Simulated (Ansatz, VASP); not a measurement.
HfN in VASP and in Ansatz

```
Hf N
1.0
     0.00000    2.26274    2.26274
     2.26274    0.00000    2.26274
     2.26274    2.26274    0.00000
Hf N
1 1
Direct
  0.00000 0.00000 0.00000
  0.50000 0.50000 0.50000
```

Alike in both runs: functional r2SCAN; k mesh 16 × 16 × 16; occupations gaussian, width 0.1 eV; no spin polarisation.

Ansatz relaxed the structure, and its values are those at the end. VASP's run is a single point on that final structure, the one shown.

|  | VASP | Ansatz |
| --- | --- | --- |
| version | VASP 6.6.1 | Ansatz 0.2.0 |
| potentials or method | VASP PAW PBE potentials, release 64 (Hf_pv, N), cutoff 520 eV | scalar-relativistic, plane waves, PAW |
| valence electrons in the cell | 15 | 31 |

|  | VASP | Ansatz | Ansatz less VASP |
| --- | --- | --- | --- |
| gap on the k mesh at the Fermi level (eV) | none | none | - |
| pressure (GPa) | -2.7 | 0.0 | +2.67 |

VASP's potentials were made for PBE, not for r2SCAN. A gap of «none» marks a metal or a gap that the smearing closes. VASP's potentials hold 15 valence electrons a cell and Ansatz's 31, so a difference there can come from the potentials and not from the codes.

Neither program's run includes spin-orbit coupling.
